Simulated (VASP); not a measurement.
# SiC (F-43m) in VASP: a series of runs

The runs below take SiC through single point, relaxation of cell and atoms, with LDA.

All numbers are computed with VASP 6.6.1; they aren't measurements. Logs are shortened: lines on timing, memory, paths and dates and some standing lists are left out, and cuts for length are marked.

## Step 1: The cell of the first run

It takes space group F-43m (No. 216, cubic). Conventional cell: a = 4.360 Å, b = 4.360 Å, c = 4.360 Å, α = 90.00°, β = 90.00°, γ = 90.00°. Si (site symmetry -43m) has 4 C at 1.89 Å within 2.5 Å. C (site symmetry -43m) has 4 Si at 1.89 Å within 2.5 Å.

## Step 2: Single point, LDA

INCAR

```
PREC = Accurate
ENCUT = 600
EDIFF = 1E-6
ISMEAR = 0
SIGMA = 0.1
LREAL = F
LASPH = T
NELM = 120
ALGO = Normal
ISIF = 2
LWAVE = F
LCHARG = F
GGA = CA
NBANDS = 11
GGA_COMPAT = F
```

KPOINTS

```
regular mesh
0
Gamma
  8 8 8
```

POSCAR

```
SiC
1.0
    0.0000000000      2.1800000000      2.1800000000
    2.1800000000      0.0000000000      2.1800000000
    2.1800000000      2.1800000000      0.0000000000
Si C
1 1
Direct
    0.0000000000      0.0000000000      0.0000000000
    0.2500000000      0.2500000000      0.2500000000
```

Potentials or basis: VASP PAW LDA potentials, release 64 (Si, C).

On the command line:

```console
$ cat potpaw_LDA.64/Si/POTCAR potpaw_LDA.64/C/POTCAR > POTCAR
$ mpirun -np 1 vasp_std > vasp.out
```

OUTCAR:

```text
PREC = Accurate
   ENCUT = 600
   EDIFF = 1E-6
   ISMEAR = 0
   LREAL = F
   LASPH = T
   NELM = 120
   ISIF = 2
   GGA = CA

 ion  position               nearest neighbor table
   1  0.000  0.000  0.000-   2 1.89   2 1.89   2 1.89   2 1.89
   2  0.250  0.250  0.250-   1 1.89   1 1.89   1 1.89   1 1.89

  LATTYP: Found a face centered cubic cell.
 ALAT       =     4.3600000000

  Lattice vectors:

 A1 = (   0.0000000000,   2.1800000000,   2.1800000000)
 A2 = (   2.1800000000,   0.0000000000,   2.1800000000)
 A3 = (   2.1800000000,   2.1800000000,   0.0000000000)

Analysis of symmetry for initial positions (statically):
=====================================================================
 Subroutine PRICEL returns:
 Original cell was already a primitive cell.

 Routine SETGRP: Setting up the symmetry group for a
 face centered cubic supercell.

 Subroutine GETGRP returns: Found 24 space group operations
 (whereof 24 operations were pure point group operations)
 out of a pool of 48 trial point group operations.

The static configuration has the point symmetry T_d .

Analysis of symmetry for dynamics (positions and initial velocities):
=====================================================================
 Subroutine PRICEL returns:
 Original cell was already a primitive cell.

 Routine SETGRP: Setting up the symmetry group for a
 face centered cubic supercell.

 Subroutine GETGRP returns: Found 24 space group operations
 (whereof 24 operations were pure point group operations)
 out of a pool of 48 trial point group operations.

The dynamic configuration has the point symmetry T_d .

 Subroutine INISYM returns: Found 24 space group operations
 (whereof 24 operations are pure point group operations),
 and found     1 'primitive' translations

----------------------------------------------------------------------------------------

                                     Primitive cell

  volume of cell :      20.7205

  direct lattice vectors                    reciprocal lattice vectors
     0.000000000  2.180000000  2.180000000    -0.229357798  0.229357798  0.229357798
     2.180000000  0.000000000  2.180000000     0.229357798 -0.229357798  0.229357798
     2.180000000  2.180000000  0.000000000     0.229357798  0.229357798 -0.229357798

  length of vectors
     3.082985566  3.082985566  3.082985566     0.397259360  0.397259360  0.397259360

  position of ions in fractional coordinates (direct lattice)
     0.000000000  0.000000000  0.000000000
     0.250000000  0.250000000  0.250000000

  ion indices of the primitive-cell ions
   primitive index   ion index
                 1           1
[... 85 lines left out ...]
   NUPDOWN=      -1.0000    fix difference up-down
   EMIN   =  10.00;   EMAX   =-10.00  energy-range for DOS
   EFERMI =   0.00;   METHOD = LEGACY
   ISMEAR =     0;   SIGMA  =   0.10  broadening in eV -4-tet -1-fermi 0-gaus
   EFERMI_NEDOS =   21; number of points for ismear=-14 and -15
   IALGO  =     38    algorithm
   IMIX   =      4    mixing-type and parameters
     AMIX     =   0.40;   BMIX     =  1.00
     AMIX_MAG =   1.60;   BMIX_MAG =  1.00
  volume/ion in A,a.u.               =      10.36        69.91
  Fermi-wavevector in a.u.,A,eV,Ry     =   1.192079  2.252702 19.334588  1.421052
  Thomas-Fermi vector in A             =   2.328126
   LORBIT       =      0    0 simple, 1 ext, 2 COOP (PROOUT), +10 PAW based schemes
   GGA     = CA    functional components
   LHFCALC =     F    Hartree Fock is set to
   AEXX    =    0.0000 exact exchange contribution
   IVDW    =     0    specifies the selected vdW correction
   LEPSILON=     F    determine dielectric tensor
   LRPA    =     F    only Hartree local field effects (RPA)
 non-spin polarized calculation
 Gauss-broadening in eV      SIGMA  =   0.10
  energy-cutoff  :      600.00
  volume of cell :       20.72
 maximum number of plane-waves:       701
 NGX is ok and might be reduce to    28
   NGX = 13   NGY = 13   NGZ = 13

 number of electron       8.0000000 magnetization

 Free energy of the ion-electron system (eV)
  ---------------------------------------------------
  ext. energy  EPLUGINS =         0.00000000
  ---------------------------------------------------
  free energy    TOTEN  =       -16.63816459 eV

  energy without entropy =      -16.63816459  energy(sigma->0) =      -16.63816459

 E-fermi :   8.5551     XC(G=0): -11.5506

 val. band max:        8.0460628912   @ k =   0.0000   0.0000   0.0000
 cond. band min:       9.3514913352   @ k =   0.5000   0.5000   0.0000
 fundamental gap:      1.3054284440
 Fermi energy:         8.5550990923

 k-point     1 :       0.0000    0.0000    0.0000
  band No.  band energies     occupation
      1      -7.2592      2.00000
      2       8.0461      2.00000
      3       8.0461      2.00000
      4       8.0461      2.00000
      5      14.3209      0.00000
      6      15.2283      0.00000
      7      15.2283      0.00000
      8      15.2283      0.00000
      9      22.4977      0.00000
     10      22.4977      0.00000
     11      24.1946      0.00000
[... 309 lines left out ...]
 k-point    24 :      -0.3750    0.2500    0.1250
  band No.  band energies     occupation
      1      -2.9880      2.00000
      2       0.2085      2.00000
      3       4.3385      2.00000
      4       5.7778      2.00000
      5      13.2021      0.00000
      6      15.2302      0.00000
      7      18.0615      0.00000
      8      18.8940      0.00000
      9      21.2900      0.00000
     10      24.1123      0.00000
     11      27.1620      0.00000

 [... further k-points ...]

------------------------ aborting loop because EDIFF is reached ----------------------------------------

  FORCE on cell =-STRESS in cart. coord.  units (eV):
  Direction    XX          YY          ZZ          XY          YZ          ZX
  --------------------------------------------------------------------------------------
  -------------------------------------------------------------------------------------
  Total       -0.5771814     -0.5771814     -0.5771814     -0.0000000     -0.0000000     -0.0000000
  in kB      -44.6296480    -44.6296480    -44.6296480     -0.0000000     -0.0000000     -0.0000000
  external PRESSURE =     -44.6296480 kB  Pullay stress =       0.0000000 kB

 VOLUME and BASIS-vectors are now :
 -----------------------------------------------------------------------------
  energy-cutoff  :      600.00
  volume of cell :       20.72
      direct lattice vectors                 reciprocal lattice vectors
     0.000000000  2.180000000  2.180000000    -0.229357798  0.229357798  0.229357798
     2.180000000  0.000000000  2.180000000     0.229357798 -0.229357798  0.229357798
     2.180000000  2.180000000  0.000000000     0.229357798  0.229357798 -0.229357798

 POSITION                                       TOTAL-FORCE (eV/Angst)
 -----------------------------------------------------------------------------------
      0.00000      0.00000      0.00000         0.000000     -0.000000      0.000000
      1.09000      1.09000      1.09000         0.000000      0.000000     -0.000000
 -----------------------------------------------------------------------------------
    total drift:                               -0.000000     -0.000000     -0.000000

  FREE ENERGIE OF THE ION-ELECTRON SYSTEM (eV)
  ---------------------------------------------------
  free  energy   TOTEN  =       -16.6381645906 eV

  energy  without entropy=      -16.6381645906  energy(sigma->0) =      -16.63816459
```

It took 9.8 s on 1 thread of Intel Xeon Platinum 8259CL at 2.50GHz (Skylake/Cascade Lake), shared host; peak memory 0.13 GiB.

What came out:

| Quantity | Value |
| --- | --- |
| Free energy | -16.6382 eV |
| Pressure | -4.5 GPa |
| Band gap on the k mesh | 1.31 eV (least direct gap 4.50 eV) |

Caveat: the cell stands under tension. A k mesh can miss the band edges.

## Step 3: Single point, LDA

This run uses another cell than the first one, of 10.14 Å³/atom.

INCAR

```
SYSTEM = SiC
PREC = Accurate
ENCUT = 600
EDIFF = 1E-6
ISMEAR = 0
SIGMA = 0.02
LREAL = .False.
LASPH = .True.
NELM = 120
ALGO = Normal
ISIF = 2
LWAVE = .False.
LCHARG = .True.
LELF = .True.
LVHAR = .True.
NBANDS = 11
GGA_COMPAT = .False.
```

KPOINTS

```
Automatic mesh
0
Gamma
  10 10 10
  0 0 0
```

POSCAR

```
SiC
1.0
    0.0000000000      2.1645334607      2.1645334607
    2.1645334607      0.0000000000      2.1645334607
    2.1645334607      2.1645334607      0.0000000000
Si C
1 1
Direct
    0.0000000000      0.0000000000      0.0000000000
    0.2500000000      0.2500000000      0.2500000000
```

Potentials or basis: VASP PAW LDA potentials, release 64 (Si, C).

On the command line:

```console
$ cat potpaw_LDA.64/Si/POTCAR potpaw_LDA.64/C/POTCAR > POTCAR
$ mpirun -np 1 vasp_std > vasp.out
```

It took 7.2 s on 1 thread of Intel Xeon Platinum 8259CL at 2.50GHz (Skylake/Cascade Lake), shared host; peak memory 0.13 GiB.

Results (log left out):

```yaml
Free_energy: -16.6446 eV
Pressure: 0.2 GPa
Band_gap_on_the_k_mesh: 1.29 eV (least direct gap 4.52 eV)
```

Levels at points of the mesh, in eV from the valence-band top:
```tsv
k point	band 1	band 2	band 3	band 4	band 5	band 6	band 7	band 8
(0.00, 0.00, 0.00)	-15.47	0.00	0.00	0.00	6.53	7.33	7.33	7.33
(0.50, 0.00, 0.00)	-11.78	-8.67	-1.06	-1.06	5.57	7.21	7.21	10.03
(0.50, 0.50, 0.00)	-10.28	-7.88	-3.23	-3.23	1.29	4.26	14.06	14.06
```

A k mesh can miss the band edges.

## Step 4: Single point, LDA

This run uses another cell than the first one, of 10.14 Å³/atom.

INCAR

```
SYSTEM = SiC
  PREC = Accurate
  ENCUT = 600
  EDIFF = 1E-6
  ISMEAR = 0
  SIGMA = 0.02
  LREAL = .FALSE.
  LASPH = .TRUE.
  NELM = 120
  ALGO = Normal
  ISIF = 2
  LWAVE = .FALSE.
  LCHARG = .FALSE.
  NBANDS = 11
  GGA_COMPAT = .FALSE.
```

KPOINTS

```
Automatic mesh
0
G
  12 12 12
  0 0 0
```

POSCAR is that of step 3.

On the command line:

```console
$ cat potpaw_LDA.64/Si/POTCAR potpaw_LDA.64/C/POTCAR > POTCAR
$ mpirun -np 1 vasp_std > vasp.out
```

Wall time 11 s (1 thread of Intel Xeon Platinum 8259CL at 2.50GHz (Skylake/Cascade Lake), shared host); peak memory 0.13 GiB.

Results (log left out):

```
Free energy            : -16.6448 eV
Pressure               : 0.2 GPa
Band gap on the k mesh : 1.29 eV (least direct gap 4.52 eV)
```

Levels at points of the mesh, in eV from the valence-band top:
| k point | band 1 | band 2 | band 3 | band 4 | band 5 | band 6 | band 7 | band 8 | band 9 |
| --- | --- | --- | --- | --- | --- | --- | --- | --- | --- |
| (0.00, 0.00, 0.00) | -15.47 | 0.00 | 0.00 | 0.00 | 6.53 | 7.33 | 7.33 | 7.33 | 14.58 |
| (0.50, 0.00, 0.00) | -11.78 | -8.67 | -1.06 | -1.06 | 5.57 | 7.21 | 7.21 | 10.03 | 16.17 |
| (0.50, 0.50, 0.00) | -10.28 | -7.88 | -3.23 | -3.23 | 1.29 | 4.26 | 14.06 | 14.06 | 14.82 |

A k mesh can miss the band edges.

## Step 5: Relaxation of cell and atoms, LDA

INCAR

```
PREC = Accurate
ENCUT = 600
EDIFF = 1E-7
ISMEAR = 0
SIGMA = 0.02
LREAL = F
LASPH = T
NELM = 120
ALGO = Normal
ISIF = 3
LWAVE = F
LCHARG = F
IBRION = 2
NSW = 100
EDIFFG = -0.002
GGA_COMPAT = F
NELMIN = 4
```

KPOINTS

```
Automatic mesh
0
Gamma
  10 10 10
```

POSCAR

```
SiC
1.0
    0.0000000000      2.1800000000      2.1800000000
    2.1800000000      0.0000000000      2.1800000000
    2.1800000000      2.1800000000      0.0000000000
Si C
1 1
Direct
    0.0000000000      0.0000000000      0.0000000000
    0.2500000000      0.2500000000      0.2500000000
```

On the command line:

```console
$ cat potpaw_LDA.64/Si/POTCAR potpaw_LDA.64/C/POTCAR > POTCAR
$ mpirun -np 1 vasp_std > vasp.out
```

Wall time 29 s (1 thread of Intel Xeon Platinum 8259CL at 2.50GHz (Skylake/Cascade Lake), shared host); peak memory 0.14 GiB.

The run converged. Its results:

```
Free energy                           : -16.6452 eV
Relaxed volume                        : 10.15 Å³/atom
Relaxed cell                          : a = 3.062 Å, b = 3.062 Å, c = 3.062 Å, α = 60.00°, β = 60.00°, γ = 60.00°
Space group after relaxing (to 0.1 Å) : F-43m (No. 216)
Energy gained by relaxing             : 3.0 meV/atom
Ionic steps                           : 3
Pressure after relaxing               : 0.0 GPa
Band gap on the k mesh                : 1.29 eV (least direct gap 4.52 eV)
```

The path:
```tsv
step	energy change (eV)	largest force (eV/Å)	pressure (GPa)	volume (Å³)
1	0.0000	0.0000	-4.48	20.72
2	0.0010	0.0000	5.20	19.86
3	-0.0059	0.0000	-0.02	20.30
```

Final structure:
```
Si C
1.0
     0.00000    2.16529    2.16529
     2.16529    0.00000    2.16529
     2.16529    2.16529    0.00000
Si C
1 1
Cartesian
  0.0000 0.0000 0.0000
  1.0826 1.0826 1.0826
```

Levels at points of the mesh, in eV from the valence-band top:
| k point | band 2 | band 3 | band 4 | band 5 | band 6 | band 7 |
| --- | --- | --- | --- | --- | --- | --- |
| (0.00, 0.00, 0.00) | 0.00 | 0.00 | 0.00 | 6.52 | 7.32 | 7.32 |
| (0.50, 0.00, 0.00) | -8.66 | -1.06 | -1.06 | 5.56 | 7.21 | 7.21 |
| (0.50, 0.50, 0.00) | -7.87 | -3.23 | -3.23 | 1.29 | 4.26 | 14.05 |

A k mesh can miss the band edges.

## Step 6: The runs side by side

| task | cell | k mesh | smearing | gap on the mesh (eV) | pressure (GPa) |
| --- | --- | --- | --- | --- | --- |
| single point | a = 3.083 Å, angles 60.0°, 2 atoms | 8 × 8 × 8 | gaussian 0.1 eV | 1.31 | -4.5 |
| single point | a = 3.061 Å, angles 60.0°, 2 atoms | 10 × 10 × 10 | gaussian 0.02 eV | 1.29 | 0.2 |
| single point | a = 3.061 Å, angles 60.0°, 2 atoms | 12 × 12 × 12 | gaussian 0.02 eV | 1.29 | 0.2 |
| relaxation of cell and atoms | relaxed from a = 3.083 Å, angles 60.0°, 2 atoms | 10 × 10 × 10 | gaussian 0.02 eV | 1.29 | 0.0 |

Alike in all rows: level LDA; potentials or basis VASP PAW LDA potentials, release 64 (Si, C); no spin polarisation; cutoff (eV) 600.

Caveats: the cell stands under tension (at least some runs).

Total energies depend on the potentials used, so only differences within one code and one set of settings carry meaning.
